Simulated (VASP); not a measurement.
# Re in VASP: a series of runs, part 2 of 2

VASP 6.6.1. Earlier steps stand in the parts before.

## Step 4: Single point, PBE

This run uses another cell than the first one, of 14.51 Å³/atom.

INCAR reads:

```
SYSTEM = Re
PREC = Accurate
ENCUT = 520
EDIFF = 1E-6
ISMEAR = -1
SIGMA = 0.05
LREAL = .FALSE.
LASPH = .TRUE.
NELM = 60
ALGO = Normal
ISIF = 2
LWAVE = .FALSE.
LCHARG = .TRUE.
GGA = PE
LELF = .TRUE.
LVHAR = .TRUE.
NBANDS = 22
```

KPOINTS reads:

```
regular mesh
0
G
  8 8 3
  0 0 0
```

POSCAR reads:

```
Re
1.0
    2.7110596460      0.0000000000      0.0000000000
   -1.3555298230      2.3957617598      0.0000000000
    0.0000000000      0.0000000000      8.9388451600
Re
4
Direct
    0.6666666667      0.3333333333      0.7500000000
    0.0000000000      0.0000000000      0.5000000000
    0.3333333333      0.6666666667      0.2500000000
    0.0000000000      0.0000000000      0.0000000000
```

Potentials or basis: VASP PAW PBE potentials, release 64 (Re).

Run with:

```sh
$ cat potpaw_PBE.64/Re/POTCAR > POTCAR
$ mpirun -np 1 vasp_std > vasp.out
```

OUTCAR:

```text
SYSTEM = Re
   PREC = Accurate
   ENCUT = 520
   EDIFF = 1E-6
   ISMEAR = -1
   LREAL = .FALSE.
   LASPH = .TRUE.
   NELM = 60
   ISIF = 2
   GGA = PE

 ion  position               nearest neighbor table
   1  0.667  0.333  0.750-   2 2.73   4 2.73   2 2.73   4 2.73   2 2.75   4 2.75
   2  0.000  0.000  0.500-   1 2.73   3 2.73   1 2.73   3 2.73   1 2.75   3 2.75
   3  0.333  0.667  0.250-   2 2.73   4 2.73   2 2.73   4 2.73   2 2.75   4 2.75
   4  0.000  0.000  0.000-   1 2.73   3 2.73   1 2.73   3 2.73   1 2.75   3 2.75

  LATTYP: Found a base centered orthorhombic cell.
 ALAT       =     2.7110596460
 B/A-ratio  =     1.7673987832
 C/A-ratio  =     3.2971776085

  Lattice vectors:

 A1 = (   1.3555298230,  -2.3957617598,   0.0000000000)
 A2 = (   1.3555298230,   2.3957617598,   0.0000000000)
 A3 = (   0.0000000000,   0.0000000000,   8.9388451600)

Analysis of symmetry for initial positions (statically):
=====================================================================
 Subroutine PRICEL returns:
 Original cell was already a primitive cell.

 Routine SETGRP: Setting up the symmetry group for a
 base centered orthorhombic supercell.

 Subroutine GETGRP returns: Found  8 space group operations
 (whereof  4 operations were pure point group operations)
 out of a pool of  8 trial point group operations.

The static configuration has the point symmetry C_2h.
 The point group associated with its full space group is D_2h.

Analysis of symmetry for dynamics (positions and initial velocities):
=====================================================================
 Subroutine PRICEL returns:
 Original cell was already a primitive cell.

 Routine SETGRP: Setting up the symmetry group for a
 base centered orthorhombic supercell.

 Subroutine GETGRP returns: Found  8 space group operations
 (whereof  4 operations were pure point group operations)
 out of a pool of  8 trial point group operations.

The dynamic configuration has the point symmetry C_2h.
[... 122 lines left out ...]
   IMIX   =      4    mixing-type and parameters
     AMIX     =   0.40;   BMIX     =  1.00
     AMIX_MAG =   1.60;   BMIX_MAG =  1.00
  volume/ion in A,a.u.               =      14.51        97.95
  Fermi-wavevector in a.u.,A,eV,Ry     =   1.283826  2.426079 22.425244  1.648209
  Thomas-Fermi vector in A             =   2.416056
   LORBIT       =      0    0 simple, 1 ext, 2 COOP (PROOUT), +10 PAW based schemes
   GGA     = PE    functional components
   LHFCALC =     F    Hartree Fock is set to
   AEXX    =    0.0000 exact exchange contribution
   IVDW    =     0    specifies the selected vdW correction
   LEPSILON=     F    determine dielectric tensor
   LRPA    =     F    only Hartree local field effects (RPA)
 non-spin polarized calculation
  energy-cutoff  :      520.00
  volume of cell :       58.06
 maximum number of plane-waves:      1577
   NGX = 11   NGY = 11   NGZ = 33

 number of electron      28.0000000 magnetization

 Free energy of the ion-electron system (eV)
  ---------------------------------------------------
  ext. energy  EPLUGINS =         0.00000000
  ---------------------------------------------------
  free energy    TOTEN  =       -49.60360665 eV

  energy without entropy =      -49.57875890  energy(sigma->0) =      -49.59118278

 E-fermi :   8.1997     XC(G=0): -13.8072

 val. band max:        8.1951304321   @ k =   0.1250   0.3750   0.0000
 cond. band min:       8.2003226352   @ k =   0.1250  -0.0000   0.0000
 fundamental gap:      0.0051922031
 Fermi energy:         8.1996831963

 k-point     1 :       0.0000    0.0000    0.0000
  band No.  band energies     occupation
      1      -1.9046      2.00000
      2       0.3815      2.00000
      3       0.4799      2.00000
      4       1.3279      2.00000
      5       5.5083      2.00000
      6       5.5892      2.00000
[... 589 lines left out ...]
     21      11.2232      0.00000
     22      11.9760      0.00000

 [... further k-points ...]

------------------------ aborting loop because EDIFF is reached ----------------------------------------

  FORCE on cell =-STRESS in cart. coord.  units (eV):
  Direction    XX          YY          ZZ          XY          YZ          ZX
  --------------------------------------------------------------------------------------
  -------------------------------------------------------------------------------------
  Total        6.6355792      3.4417137      2.4314616      0.0000000      0.0000000      0.0000000
  in kB      183.1155831     94.9776036     67.0986664      0.0000000      0.0000000      0.0000000
  external PRESSURE =     115.0639511 kB  Pullay stress =       0.0000000 kB

 VOLUME and BASIS-vectors are now :
 -----------------------------------------------------------------------------
  energy-cutoff  :      520.00
  volume of cell :       58.06
      direct lattice vectors                 reciprocal lattice vectors
     2.711059646  0.000000000  0.000000000     0.368859461  0.208701887  0.000000000
    -1.355529823  2.395761760  0.000000000     0.000000000  0.417403774  0.000000000
     0.000000000  0.000000000  8.938845160     0.000000000  0.000000000  0.111871274

 POSITION                                       TOTAL-FORCE (eV/Angst)
 -----------------------------------------------------------------------------------
      1.35553      0.79859      6.70413         0.000000      0.110844     -0.000000
      0.00000      0.00000      4.46942        -0.000000     -0.000000      0.000000
     -0.00000      1.59717      2.23471         0.000000     -0.110844      0.000000
      0.00000      0.00000      0.00000         0.000000     -0.000000      0.000000
 -----------------------------------------------------------------------------------
    total drift:                                0.000000     -0.000000      0.000000

  FREE ENERGIE OF THE ION-ELECTRON SYSTEM (eV)
  ---------------------------------------------------
  free  energy   TOTEN  =       -49.6036066526 eV

  energy  without entropy=      -49.5787589008  energy(sigma->0) =      -49.59118278
```

Wall time 73 s (1 thread of Intel Xeon Platinum 8259CL at 2.50GHz (Skylake/Cascade Lake), shared host); peak memory 0.19 GiB.

What came out:

| Quantity | Value |
| --- | --- |
| Free energy | -49.6036 eV |
| Pressure | 11.5 GPa |
| Largest force | 0.111 eV/Å |
| Band gap on the k mesh | zero (bands 14 and 15 overlap by 2.42 eV) |

Forces on the atoms (eV/Å):
```
Re   0.000  0.111  0.000
Re   0.000  0.000  0.000
Re   0.000 -0.111  0.000
Re   0.000  0.000  0.000
```

Levels at points of the mesh, in eV from the Fermi level:
| k point | band 12 | band 13 | band 14 | band 15 | band 16 | band 17 |
| --- | --- | --- | --- | --- | --- | --- |
| (0.00, 0.00, 0.00) | -1.53 | -1.42 | -1.07 | -0.99 | 0.38 | 0.56 |
| (0.50, 0.00, 0.00) | 0.23 | 0.24 | 1.23 | 2.19 | 3.90 | 4.02 |
| (0.00, 0.50, 0.00) | 0.46 | 0.48 | 1.03 | 1.98 | 3.96 | 3.96 |

Caveat: the cell stands under pressure; spin-orbit coupling is left out, which moves the levels of the heavy elements.

## Step 5: Relaxation of cell and atoms, revPBE

This run uses another cell than the first one, of 14.81 Å³/atom.

INCAR reads:

```
SYSTEM = Re
PREC = Accurate
ENCUT = 600
EDIFF = 1E-7
ISMEAR = -1
SIGMA = 0.05
LREAL = .False.
LASPH = .True.
NELM = 80
ALGO = Normal
ISIF = 3
LWAVE = .False.
LCHARG = .False.
GGA = RE
IBRION = 2
NSW = 60
EDIFFG = -0.01
```

KPOINTS reads:

```
Automatic mesh
0
Gamma
  8 8 3
  0 0 0
```

Changes to POSCAR since step 4:

```diff
@@ -2,4 +2,4 @@
 1.0
-    2.7110596460      0.0000000000      0.0000000000
-   -1.3555298230      2.3957617598      0.0000000000
+    2.7663873939      0.0000000000      0.0000000000
+   -1.3831936969      2.3957617598      0.0000000000
     0.0000000000      0.0000000000      8.9388451600
```

Run with:

```sh
$ cat potpaw_PBE.64/Re/POTCAR > POTCAR
$ mpirun -np 1 vasp_std > vasp.out
```

Wall time 3.4 min (1 thread of Intel Xeon Platinum 8259CL at 2.50GHz (Skylake/Cascade Lake), shared host); peak memory 0.21 GiB.

The run converged. Its results:

```yaml
Free_energy: -47.7551 eV
Relaxed_volume: 15.05 Å³/atom
Relaxed_cell: a = 2.782 Å, b = 2.782 Å, c = 8.977 Å, α = 90.00°, β = 90.00°, γ = 120.00°
Space_group_after_relaxing_to_0.1_Å: P6_3/mmc (No. 194)
Energy_gained_by_relaxing: 4.3 meV/atom
Ionic_steps: 9
Pressure_after_relaxing: 0.0 GPa
Band_gap_on_the_k_mesh: zero (bands 14 and 15 overlap by 2.38 eV)
```

Step by step:
```
step  energy change (eV)  largest force (eV/Å)  pressure (GPa)  volume (Å³)
   1              0.0000                0.0000            5.96        59.24
   2              0.2395                0.0000          -19.81        64.09
   3             -0.0172                0.0000           -0.17        60.21
   4             -0.0172                0.0000           -0.01        60.19
   5             -0.0172                0.0000            0.10        60.17
   6             -0.0172                0.0000            0.12        60.17
   7             -0.0173                0.0000            0.12        60.17
   8             -0.0172                0.0000           -0.31        60.24
   9             -0.0173                0.0000            0.01        60.18
```

Final structure:
```
CELL_PARAMETERS angstrom
2.78222 0.00000 0.00000
-1.39111 2.40947 0.00000
0.00000 0.00000 8.97736
ATOMIC_POSITIONS crystal
Re 0.66667 0.33333 0.75000
Re 0.00000 0.00000 0.50000
Re 0.33333 0.66667 0.25000
Re 0.00000 0.00000 0.00000
```

Levels at points of the mesh, in eV from the Fermi level:
```csv
k point,band 12,band 13,band 14,band 15,band 16,band 17
"(0.00, 0.00, 0.00)",-1.20,-1.20,-1.12,-1.12,0.46,0.59
"(0.50, 0.00, 0.00)",0.28,0.30,1.07,2.00,3.73,3.75
```

Caveat: the PAW data sets were made with another functional, which shifts forces and pressure a little; spin-orbit coupling is left out, which moves the levels of the heavy elements.

## Step 6: Summary

| task | level | cell | cutoff (eV) | gap on the mesh (eV) | pressure (GPa) |
| --- | --- | --- | --- | --- | --- |
| single point | revPBE | a = 2.784, b = 2.784, c = 8.984 Å, angles 90.0, 90.0, 120.0°, 4 atoms | 520 | none | -0.7 |
| single point | BLYP | a = 2.815, b = 2.815, c = 9.056 Å, angles 90.0, 90.0, 120.0°, 4 atoms | 520 | none | 1.7 |
| single point | PBE | a = 2.711, b = 2.753, c = 8.939 Å, angles 90.0, 90.0, 119.5°, 4 atoms | 520 | none | 11.5 |
| relaxation of cell and atoms | revPBE | relaxed from a = 2.766, b = 2.766, c = 8.939 Å, angles 90.0, 90.0, 120.0°, 4 atoms | 600 | none | 0.0 |

Alike in all rows: potentials or basis VASP PAW PBE potentials, release 64 (Re); no spin polarisation; k mesh 8 × 8 × 3; smearing fermi-dirac 0.05 eV.

Caveats: spin-orbit coupling is left out, which moves the levels of the heavy elements; the PAW data sets were made with another functional, which shifts forces and pressure a little (at least some runs); the cell stands under pressure (at least some runs).

Absolute energies hang on the potentials; compare differences alone.
